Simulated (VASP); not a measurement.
# TiC (rocksalt type) (Fm-3m) in VASP: a series of runs

Runs on TiC (rocksalt type). Level: PBE. Tasks: single point.

Everything below comes from runs of VASP 6.6.1. Logs are shortened: lines on timing, memory, paths and dates and some standing lists are left out, and cuts for length are marked.

### Step 1. The cell of the first run

Symmetry: Fm-3m, No. 225, cubic system. The conventional cell has a = 3.550 Å, b = 3.550 Å, c = 3.550 Å, α = 90.00°, β = 90.00°, γ = 90.00°. Ti (site symmetry m-3m) has 6 C at 1.77 Å within 2.4 Å. C (site symmetry m-3m) has 6 Ti at 1.77 Å within 2.4 Å.

### Step 2. Single point, PBE (volume scaled by 0.55)

The input, INCAR:

```
SYSTEM = TiC
ALGO = Normal
EDIFF = 1E-6
ENCUT = 520
GGA = PE
ISIF = 2
ISMEAR = -1
LASPH = .True.
LCHARG = .True.
LELF = .True.
LREAL = .False.
LVHAR = .True.
LWAVE = .False.
NBANDS = 15
NELM = 80
PREC = Accurate
SIGMA = 0.05
```

The input, KPOINTS:

```
k-points
0
Gamma
  15 15 15
  0 0 0
```

The input, POSCAR:

```
TiC
1.0
    0.0000000000      1.7749225569      1.7749225569
    1.7749225569      0.0000000000      1.7749225569
    1.7749225569      1.7749225569      0.0000000000
Ti C
1 1
Direct
    0.0000000000      0.0000000000      0.0000000000
    0.5000000000      0.5000000000      0.5000000000
```

Potentials or basis: VASP PAW PBE potentials, release 64 (Ti_sv, C).

Started as:

```console
> cat potpaw_PBE.64/Ti_sv/POTCAR potpaw_PBE.64/C/POTCAR > POTCAR
> mpirun -np 1 vasp_std > vasp.out
```

OUTCAR:

```text
SYSTEM = TiC
   EDIFF = 1E-6
   ENCUT = 520
   GGA = PE
   ISIF = 2
   ISMEAR = -1
   LASPH = .True.
   LREAL = .False.
   NELM = 80
   PREC = Accurate

 ion  position               nearest neighbor table
   1  0.000  0.000  0.000-   2 1.77   2 1.77   2 1.77   2 1.77   2 1.77   2 1.77
   2  0.500  0.500  0.500-   1 1.77   1 1.77   1 1.77   1 1.77   1 1.77   1 1.77

  LATTYP: Found a face centered cubic cell.
 ALAT       =     3.5498451138

  Lattice vectors:

 A1 = (   0.0000000000,   1.7749225569,   1.7749225569)
 A2 = (   1.7749225569,   0.0000000000,   1.7749225569)
 A3 = (   1.7749225569,   1.7749225569,   0.0000000000)

Analysis of symmetry for initial positions (statically):
=====================================================================
 Subroutine PRICEL returns:
 Original cell was already a primitive cell.

 Routine SETGRP: Setting up the symmetry group for a
 face centered cubic supercell.

 Subroutine GETGRP returns: Found 48 space group operations
 (whereof 48 operations were pure point group operations)
 out of a pool of 48 trial point group operations.

The static configuration has the point symmetry O_h .

Analysis of symmetry for dynamics (positions and initial velocities):
=====================================================================
 Subroutine PRICEL returns:
 Original cell was already a primitive cell.

 Routine SETGRP: Setting up the symmetry group for a
 face centered cubic supercell.

 Subroutine GETGRP returns: Found 48 space group operations
 (whereof 48 operations were pure point group operations)
 out of a pool of 48 trial point group operations.

The dynamic configuration has the point symmetry O_h .

 Subroutine INISYM returns: Found 48 space group operations
 (whereof 48 operations are pure point group operations),
 and found     1 'primitive' translations

----------------------------------------------------------------------------------------

                                     Primitive cell

  volume of cell :      11.1833

  direct lattice vectors                    reciprocal lattice vectors
     0.000000000  1.774922557  1.774922557    -0.281702431  0.281702431  0.281702431
     1.774922557  0.000000000  1.774922557     0.281702431 -0.281702431  0.281702431
     1.774922557  1.774922557  0.000000000     0.281702431  0.281702431 -0.281702431

  length of vectors
     2.510119552  2.510119552  2.510119552     0.487922924  0.487922924  0.487922924

[... 89 lines left out ...]
   TEBEG  =    0.0;   TEEND  =   0.0 temperature during run
   PSTRESS=    0.0 pullay stress
   NELECT =      16.0000    total number of electrons
   NUPDOWN=      -1.0000    fix difference up-down
   EMIN   =  10.00;   EMAX   =-10.00  energy-range for DOS
   EFERMI =   0.00;   METHOD = LEGACY
   ISMEAR =    -1;   SIGMA  =   0.05  broadening in eV -4-tet -1-fermi 0-gaus
   EFERMI_NEDOS =   21; number of points for ismear=-14 and -15
   IALGO  =     38    algorithm
   IMIX   =      4    mixing-type and parameters
     AMIX     =   0.40;   BMIX     =  1.00
     AMIX_MAG =   1.60;   BMIX_MAG =  1.00
  volume/ion in A,a.u.               =       5.59        37.73
  Fermi-wavevector in a.u.,A,eV,Ry     =   1.844699  3.485975 46.299441  3.402913
  Thomas-Fermi vector in A             =   2.896120
   LORBIT       =      0    0 simple, 1 ext, 2 COOP (PROOUT), +10 PAW based schemes
   GGA     = PE    functional components
   LHFCALC =     F    Hartree Fock is set to
   AEXX    =    0.0000 exact exchange contribution
   IVDW    =     0    specifies the selected vdW correction
   LEPSILON=     F    determine dielectric tensor
   LRPA    =     F    only Hartree local field effects (RPA)
 non-spin polarized calculation
  energy-cutoff  :      520.00
  volume of cell :       11.18
 maximum number of plane-waves:       311
   NGX =  9   NGY =  9   NGZ =  9

 number of electron      16.0000003 magnetization

 Free energy of the ion-electron system (eV)
  ---------------------------------------------------
  ext. energy  EPLUGINS =         0.00000000
  ---------------------------------------------------
  free energy    TOTEN  =       -10.39874880 eV

  energy without entropy =      -10.39676857  energy(sigma->0) =      -10.39775868

 E-fermi :  18.2192     XC(G=0): -16.0929

 val. band max:       18.1758691184   @ k =   0.0667   0.0667   0.0000
 cond. band min:      18.2617490682   @ k =   0.3333   0.2667   0.0000
 fundamental gap:      0.0858799498
 Fermi energy:        18.2192398500

 k-point     1 :       0.0000    0.0000    0.0000
  band No.  band energies     occupation
      1     -37.5484      2.00000
      2     -12.2734      2.00000
      3     -12.2734      2.00000
      4     -12.2734      2.00000
      5       3.7075      2.00000
      6      18.4972      0.00767
      7      18.4972      0.00767
      8      18.4972      0.00767
      9      20.6693      0.00000
     10      20.6693      0.00000
     11      20.6693      0.00000
     12      21.0653      0.00000
     13      21.0653      0.00000
     14      34.4154      0.00000
[... 401 lines left out ...]
      2     -13.3094      2.00000
      3     -12.5648      2.00000
      4     -12.5209      2.00000
      5       5.5481      2.00000
      6      14.0162      2.00000
      7      16.3296      2.00000
      8      17.1989      2.00000
      9      18.1705      1.45183
     10      21.4609      0.00000
     11      23.5176      0.00000
     12      24.2973      0.00000
     13      28.5224      0.00000
     14      37.3355      0.00000
     15      40.3274      0.00000

 [... further k-points ...]

------------------------ aborting loop because EDIFF is reached ----------------------------------------

  FORCE on cell =-STRESS in cart. coord.  units (eV):
  Direction    XX          YY          ZZ          XY          YZ          ZX
  --------------------------------------------------------------------------------------
  -------------------------------------------------------------------------------------
  Total       32.6505281     32.6505281     32.6505281     -0.0000000      0.0000000      0.0000000
  in kB     4677.7022053   4677.7022053   4677.7022053     -0.0000000      0.0000000      0.0000000
  external PRESSURE =    4677.7022053 kB  Pullay stress =       0.0000000 kB

 VOLUME and BASIS-vectors are now :
 -----------------------------------------------------------------------------
  energy-cutoff  :      520.00
  volume of cell :       11.18
      direct lattice vectors                 reciprocal lattice vectors
     0.000000000  1.774922557  1.774922557    -0.281702431  0.281702431  0.281702431
     1.774922557  0.000000000  1.774922557     0.281702431 -0.281702431  0.281702431
     1.774922557  1.774922557  0.000000000     0.281702431  0.281702431 -0.281702431

 POSITION                                       TOTAL-FORCE (eV/Angst)
 -----------------------------------------------------------------------------------
      0.00000      0.00000      0.00000        -0.000000      0.000000     -0.000000
      1.77492      1.77492      1.77492         0.000000     -0.000000      0.000000
 -----------------------------------------------------------------------------------
    total drift:                                0.000000     -0.000000     -0.000000

  FREE ENERGIE OF THE ION-ELECTRON SYSTEM (eV)
  ---------------------------------------------------
  free  energy   TOTEN  =       -10.3987487951 eV

  energy  without entropy=      -10.3967685744  energy(sigma->0) =      -10.39775868
```

stdout:

```text
POSCAR found type information on POSCAR TiC
 POSCAR found :  2 types and       2 ions
 scaLAPACK will be used
 LDA part: xc-table for (Slater+PW92), standard interpolation
 POSCAR, INCAR and KPOINTS ok, starting setup
 FFT: planning ... GRIDC
 FFT: planning ... GRID_SOFT
 FFT: planning ... GRID
 WAVECAR not read
 entering main loop
```

It took 29 s on 1 thread of AMD EPYC 7R43 (Zen 3), shared host; peak memory 0.11 GiB.

What came out:

- Free energy: -10.3987 eV
- Pressure: 467.8 GPa
- Band gap on the k mesh: zero (band 8 reaches 19.41 eV, above the bottom of band 9 at 17.59 eV)

Levels at points of the mesh, in eV from the Fermi level:
| k point | band 6 | band 7 | band 8 | band 9 | band 10 | band 11 |
| --- | --- | --- | --- | --- | --- | --- |
| (0.00, 0.00, 0.00) | 0.28 | 0.28 | 0.28 | 2.45 | 2.45 | 2.45 |

### Step 3. Single point, PBE (volume scaled by 0.55)

The input, INCAR:

```
ALGO = Normal ; EDIFF = 1E-6
ENCUT = 520 ; GGA = PE
ISIF = 2 ; ISMEAR = -1
LASPH = True ; LCHARG = False
LREAL = False ; LWAVE = False
NBANDS = 15 ; NELM = 60
PREC = Accurate ; SIGMA = 0.05
```

The input, KPOINTS:

```
k-points
0
Gamma
  15 15 15
```

POSCAR is that of step 2.

Potentials or basis: VASP PAW PBE potentials, release 64 (Ti_sv, C).

Started as:

```console
> cat potpaw_PBE.64/Ti_sv/POTCAR potpaw_PBE.64/C/POTCAR > POTCAR
> mpirun -np 1 vasp_std > vasp.out
```

Run time: 43 s. Hardware: 1 thread of AMD EPYC 7R43 (Zen 3), shared host; peak memory 0.11 GiB.

Results (log left out):

```
Free energy            : -10.3987 eV
Pressure               : 467.8 GPa
Band gap on the k mesh : zero (band 8 reaches 19.41 eV, above the bottom of band 9 at 17.59 eV)
```

Levels at points of the mesh, in eV from the Fermi level:
```tsv
k point	band 6	band 7	band 8	band 9	band 10	band 11
(0.00, 0.00, 0.00)	0.28	0.28	0.28	2.45	2.45	2.45
```

### Step 4. Single point, PBE (volume scaled by 0.64)

The input, INCAR:

```
SYSTEM = TiC
PREC     = Accurate       ! precision mode
ENCUT    = 520            ! plane-wave cutoff, eV
EDIFF    = 1E-7           ! SCF threshold, eV
ISMEAR   = -1             ! smearing method
SIGMA    = 0.05           ! smearing width, eV
LREAL    = .FALSE.        ! projectors in reciprocal space
LASPH    = .TRUE.         ! aspherical terms in the spheres
NELM     = 80             ! most SCF steps
ALGO     = Normal         ! electronic algorithm
ISIF     = 2              ! what is computed and relaxed
LWAVE    = .FALSE.        ! write WAVECAR
LCHARG   = .FALSE.        ! write CHGCAR
GGA      = PE             ! functional
NBANDS   = 15             ! bands
```

The input, KPOINTS:

```
Automatic mesh
0
G
  15 15 15
  0 0 0
```

The input, POSCAR:

```
TiC
1.0
    0.0000000000      1.8668890292      1.8668890292
    1.8668890292      0.0000000000      1.8668890292
    1.8668890292      1.8668890292      0.0000000000
Ti C
1 1
Direct
    0.0000000000      0.0000000000      0.0000000000
    0.5000000000      0.5000000000      0.5000000000
```

Potentials or basis: VASP PAW PBE potentials, release 64 (Ti_sv, C).

Started as:

```console
> cat potpaw_PBE.64/Ti_sv/POTCAR potpaw_PBE.64/C/POTCAR > POTCAR
> mpirun -np 1 vasp_std > vasp.out
```

OUTCAR:

```text
SYSTEM = TiC
   PREC = Accurate
   ENCUT = 520
   EDIFF = 1E-7
   ISMEAR = -1
   LREAL = .FALSE.
   LASPH = .TRUE.
   NELM = 80
   ISIF = 2
   GGA = PE

 ion  position               nearest neighbor table
   1  0.000  0.000  0.000-   2 1.87   2 1.87   2 1.87   2 1.87   2 1.87   2 1.87
   2  0.500  0.500  0.500-   1 1.87   1 1.87   1 1.87   1 1.87   1 1.87   1 1.87

  LATTYP: Found a face centered cubic cell.
 ALAT       =     3.7337780584

  Lattice vectors:

 A1 = (   0.0000000000,   1.8668890292,   1.8668890292)
 A2 = (   1.8668890292,   0.0000000000,   1.8668890292)
 A3 = (   1.8668890292,   1.8668890292,   0.0000000000)

Analysis of symmetry for initial positions (statically):
=====================================================================
 Subroutine PRICEL returns:
 Original cell was already a primitive cell.

 Routine SETGRP: Setting up the symmetry group for a
 face centered cubic supercell.

 Subroutine GETGRP returns: Found 48 space group operations
 (whereof 48 operations were pure point group operations)
 out of a pool of 48 trial point group operations.

The static configuration has the point symmetry O_h .

Analysis of symmetry for dynamics (positions and initial velocities):
=====================================================================
 Subroutine PRICEL returns:
 Original cell was already a primitive cell.

 Routine SETGRP: Setting up the symmetry group for a
 face centered cubic supercell.

 Subroutine GETGRP returns: Found 48 space group operations
 (whereof 48 operations were pure point group operations)
 out of a pool of 48 trial point group operations.

The dynamic configuration has the point symmetry O_h .

 Subroutine INISYM returns: Found 48 space group operations
 (whereof 48 operations are pure point group operations),
 and found     1 'primitive' translations

----------------------------------------------------------------------------------------

[... 120 lines left out ...]
   IVDW    =     0    specifies the selected vdW correction
   LEPSILON=     F    determine dielectric tensor
   LRPA    =     F    only Hartree local field effects (RPA)
 non-spin polarized calculation
  energy-cutoff  :      520.00
  volume of cell :       13.01
 maximum number of plane-waves:       360
   NGX =  9   NGY =  9   NGZ =  9

 number of electron      16.0000005 magnetization

 Free energy of the ion-electron system (eV)
  ---------------------------------------------------
  ext. energy  EPLUGINS =         0.00000000
  ---------------------------------------------------
  free energy    TOTEN  =       -14.47952322 eV

  energy without entropy =      -14.47801095  energy(sigma->0) =      -14.47876708

 E-fermi :  15.6635     XC(G=0): -15.1735

 val. band max:       15.5819098024   @ k =   0.3333   0.2667   0.0000
 cond. band min:      15.6870380075   @ k =   0.4667   0.4000   0.0000
 fundamental gap:      0.1051282051
 Fermi energy:        15.6635289059

 k-point     1 :       0.0000    0.0000    0.0000
  band No.  band energies     occupation
      1     -40.0384      2.00000
      2     -15.3855      2.00000
      3     -15.3855      2.00000
      4     -15.3855      2.00000
      5       1.4292      2.00000
      6      16.1649      0.00009
      7      16.1649      0.00009
      8      16.1649      0.00009
      9      17.8791      0.00000
     10      17.8791      0.00000
     11      17.8791      0.00000
     12      18.2380      0.00000
     13      18.2380      0.00000
     14      31.3292      0.00000
[... 401 lines left out ...]
      2     -16.0420      2.00000
      3     -15.5693      2.00000
      4     -15.5427      2.00000
      5       2.9084      2.00000
      6      12.1026      2.00000
      7      14.1889      2.00000
      8      14.8182      2.00000
      9      15.7904      0.14662
     10      18.5809      0.00000
     11      20.3654      0.00000
     12      21.0092      0.00000
     13      24.4880      0.00000
     14      33.4443      0.00000
     15      34.8179      0.00000

 [... further k-points ...]

------------------------ aborting loop because EDIFF is reached ----------------------------------------

  FORCE on cell =-STRESS in cart. coord.  units (eV):
  Direction    XX          YY          ZZ          XY          YZ          ZX
  --------------------------------------------------------------------------------------
  -------------------------------------------------------------------------------------
  Total       21.5113327     21.5113327     21.5113327      0.0000000      0.0000000      0.0000000
  in kB     2648.4537441   2648.4537441   2648.4537441      0.0000000      0.0000000      0.0000000
  external PRESSURE =    2648.4537441 kB  Pullay stress =       0.0000000 kB

 VOLUME and BASIS-vectors are now :
 -----------------------------------------------------------------------------
  energy-cutoff  :      520.00
  volume of cell :       13.01
      direct lattice vectors                 reciprocal lattice vectors
     0.000000000  1.866889029  1.866889029    -0.267825239  0.267825239  0.267825239
     1.866889029  0.000000000  1.866889029     0.267825239 -0.267825239  0.267825239
     1.866889029  1.866889029  0.000000000     0.267825239  0.267825239 -0.267825239

 POSITION                                       TOTAL-FORCE (eV/Angst)
 -----------------------------------------------------------------------------------
      0.00000      0.00000      0.00000         0.000000      0.000000      0.000000
      1.86689      1.86689      1.86689        -0.000000     -0.000000     -0.000000
 -----------------------------------------------------------------------------------
    total drift:                                0.000000     -0.000000     -0.000000

  FREE ENERGIE OF THE ION-ELECTRON SYSTEM (eV)
  ---------------------------------------------------
  free  energy   TOTEN  =       -14.4795232180 eV

  energy  without entropy=      -14.4780109487  energy(sigma->0) =      -14.47876708
```

OSZICAR:

```text
N       E                     dE             d eps       ncg     rms          rms(c)
DAV:   1     0.115784619752E+03    0.11578E+03   -0.79154E+03  3655   0.140E+03
DAV:   2    -0.129175136338E+02   -0.12870E+03   -0.12008E+03  3901   0.344E+02
DAV:   3    -0.183728874140E+02   -0.54554E+01   -0.53912E+01  4092   0.713E+01
DAV:   4    -0.185425951900E+02   -0.16971E+00   -0.16959E+00  4726   0.107E+01
DAV:   5    -0.185470981829E+02   -0.45030E-02   -0.45021E-02  4154   0.146E+00    0.367E+01
DAV:   6    -0.143489288484E+02    0.41982E+01   -0.73912E+00  5107   0.553E+01    0.121E+01
DAV:   7    -0.143878832111E+02   -0.38954E-01   -0.76881E-01  3776   0.128E+01    0.106E+01
DAV:   8    -0.144830682300E+02   -0.95185E-01   -0.31364E-01  5436   0.416E+00    0.253E+00
DAV:   9    -0.144800498463E+02    0.30184E-02   -0.70762E-03  3663   0.727E-01    0.104E+00
DAV:  10    -0.144794647145E+02    0.58513E-03   -0.39855E-03  3691   0.635E-01    0.194E-01
DAV:  11    -0.144795211961E+02   -0.56482E-04   -0.36912E-04  3964   0.195E-01    0.672E-02
DAV:  12    -0.144795222209E+02   -0.10248E-05   -0.12379E-05  4195   0.371E-02    0.155E-02
DAV:  13    -0.144795230081E+02   -0.78718E-06   -0.44060E-07  4425   0.557E-03    0.175E-03
DAV:  14    -0.144795231194E+02   -0.11138E-06   -0.23050E-08  2283   0.239E-03    0.103E-03
DAV:  15    -0.144795232180E+02   -0.98590E-07   -0.12387E-08  2003   0.986E-04
   1 F= -.14479523E+02 E0= -.14478767E+02  d E =-.151227E-02
```

It took 37 s on 1 thread of AMD EPYC 7R43 (Zen 3), shared host; peak memory 0.1 GiB.

Results:

| Quantity | Value |
| --- | --- |
| Free energy | -14.4795 eV |
| Pressure | 264.8 GPa |
| Band gap on the k mesh | zero (band 8 reaches 16.30 eV, above the bottom of band 9 at 15.09 eV) |
